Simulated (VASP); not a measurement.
Set up this calculation in VASP 6.6.1, as the native input.

* Task: single point
* Functional: PBE
* Potentials or basis: VASP PAW PBE potentials, release 64 (Zn, Se)
* Cutoff: 520 eV
* k mesh: 10 × 10 × 10
* Occupations: gaussian, width 0.05 eV
* Spin: no spin polarisation
* Dipole correction: no
* Further INCAR settings: ALGO = Normal; EDIFF = 1e-07; NBANDS = 16

The structure of ZnSe lies in POSCAR:

```
ZnSe
1.0
    0.0000000000      3.0784893942      2.4012217275
    3.0784893942      0.0000000000      2.4012217275
    3.0784893942      3.0784893942      0.0000000000
Zn Se
1 1
Direct
    0.0000000000      0.0000000000      0.0000000000
    0.7500000000      0.7500000000      0.7500000000
```

This cell differs from its parent crystal: ratio of the length along z to the lengths across it x 0.78, volume and fractional coordinates fixed.

These files were run (other wordings do the same):

INCAR

```
SYSTEM = ZnSe
PREC = Accurate
ENCUT = 520
EDIFF = 1E-7
ISMEAR = 0
SIGMA = 0.05
LREAL = .False.
LASPH = .True.
NELM = 60
ALGO = Normal
ISIF = 2
LWAVE = .False.
LCHARG = .False.
GGA = PE
NBANDS = 16
```

KPOINTS

```
Automatic mesh
0
Gamma
  10 10 10
  0 0 0
```

Potentials or basis: VASP PAW PBE potentials, release 64 (Zn, Se).

Run with:

```console
$ cat potpaw_PBE.64/Zn/POTCAR potpaw_PBE.64/Se/POTCAR > POTCAR
$ mpirun -np 1 vasp_std > vasp.out
```

Results of the run:

- Pressure: 1.0 GPa
- Band gap on the k mesh: 0.73 eV

Caveat: the stress differs along the axes, from -1 to 4 GPa; semilocal functionals underestimate gaps, and a narrow one can read as zero.

Wall time 110 s on 1 thread of Intel Xeon 8259CL, with other jobs on the host, peak memory 0.23 GiB.
